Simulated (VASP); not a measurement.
Wanted: the native input for a VASP 6.6.1 run.

| Quantity | Value |
| --- | --- |
| Task | relaxation of cell and atoms |
| Functional | r2SCAN |
| Potentials or basis | VASP PAW PBE potentials, release 64 (C) |
| Cutoff | 600 eV |
| k mesh | 12 × 12 × 4 |
| Occupations | gaussian, width 0.02 eV |
| Spin | no spin polarisation |
| Dipole correction | no |
| Further INCAR settings | ALGO = Normal; EDIFF = 1e-06; IBRION = 2; EDIFFG = -0.005; NSW = 100; ISIF = 3 |

Crystal: C.

```
C
1.0
     2.52210    0.00000    0.00000
    -1.26105    2.18420    0.00000
     0.00000    0.00000    8.23710
C
8
Direct
  0.00000 0.00000 0.09375
  0.00000 0.00000 0.59375
  0.00000 0.00000 0.40625
  0.00000 0.00000 0.90625
  0.33333 0.66667 0.15625
  0.66667 0.33333 0.65625
  0.33333 0.66667 0.34375
  0.66667 0.33333 0.84375
```

One way to write it, as run:

POSCAR

```
C
1.0
    2.5220988435      0.0000000000      0.0000000000
   -1.2610494217      2.1842016693      0.0000000000
    0.0000000000      0.0000000000      8.2371000000
C
8
Direct
    0.0000000000      0.0000000000      0.0937500000
    0.0000000000      0.0000000000      0.5937500000
    0.0000000000      0.0000000000      0.4062500000
    0.0000000000      0.0000000000      0.9062500000
    0.3333333333      0.6666666667      0.1562500000
    0.6666666667      0.3333333333      0.6562500000
    0.3333333333      0.6666666667      0.3437500000
    0.6666666667      0.3333333333      0.8437500000
```

INCAR.step1

```
ALGO     = Normal         # electronic algorithm
EDIFF    = 1E-4           # SCF threshold, eV
ENCUT    = 600            # plane-wave cutoff, eV
GGA      = PE             # functional
ISMEAR   = 0              # smearing method
LASPH    = True           # aspherical terms in the spheres
LCHARG   = False          # write CHGCAR
LREAL    = False          # projectors in reciprocal space
LWAVE    = True           # write WAVECAR
NELM     = 100            # most SCF steps
PREC     = Accurate       # precision mode
SIGMA    = 0.02           # smearing width, eV
```

INCAR.step2

```
ALGO     = Normal         # electronic algorithm
EDIFF    = 1E-6           # SCF threshold, eV
EDIFFG   = -0.005         # ionic threshold
ENCUT    = 600            # plane-wave cutoff, eV
IBRION   = 2              # ionic algorithm
ISIF     = 3              # what is computed and relaxed
ISMEAR   = 0              # smearing method
ISTART   = 1            
LASPH    = True           # aspherical terms in the spheres
LCHARG   = False          # write CHGCAR
LMIXTAU  = True         
LREAL    = False          # projectors in reciprocal space
LWAVE    = False          # write WAVECAR
METAGGA  = R2SCAN         # meta-GGA
NELM     = 100            # most SCF steps
NSW      = 100            # ionic steps
PREC     = Accurate       # precision mode
SIGMA    = 0.02           # smearing width, eV
```

KPOINTS

```
k-points
0
Gamma
  12 12 4
```

Potentials or basis: VASP PAW PBE potentials, release 64 (C).

Launch:

```console
$ cat potpaw_PBE.64/C/POTCAR > POTCAR
$ cp INCAR.step1 INCAR
$ mpirun -np 1 vasp_std > vasp.out
$ cp INCAR.step2 INCAR
$ mpirun -np 1 vasp_std > vasp.out
```

It gave:

| Item | Value |
| --- | --- |
| Relaxed volume | 5.65 Å³/atom |
| Relaxed cell | a = 2.510 Å, b = 2.510 Å, c = 8.282 Å, α = 90.00°, β = 90.00°, γ = 120.00° |
| Space group after relaxing (to 0.1 Å) | P6_3/mmc (No. 194) |
| Energy gained by relaxing | 2.8 meV/atom |
| Ionic steps | 8 |
| Pressure after relaxing | 0.0 GPa |
| Band gap on the k mesh | 4.77 eV (least direct gap 5.54 eV) |

Caveat: the PAW data sets were made with another functional, which shifts forces and pressure a little.

It took 21 min on 1 thread of Intel Xeon 8259CL (shared host), peak memory 0.2 GiB.
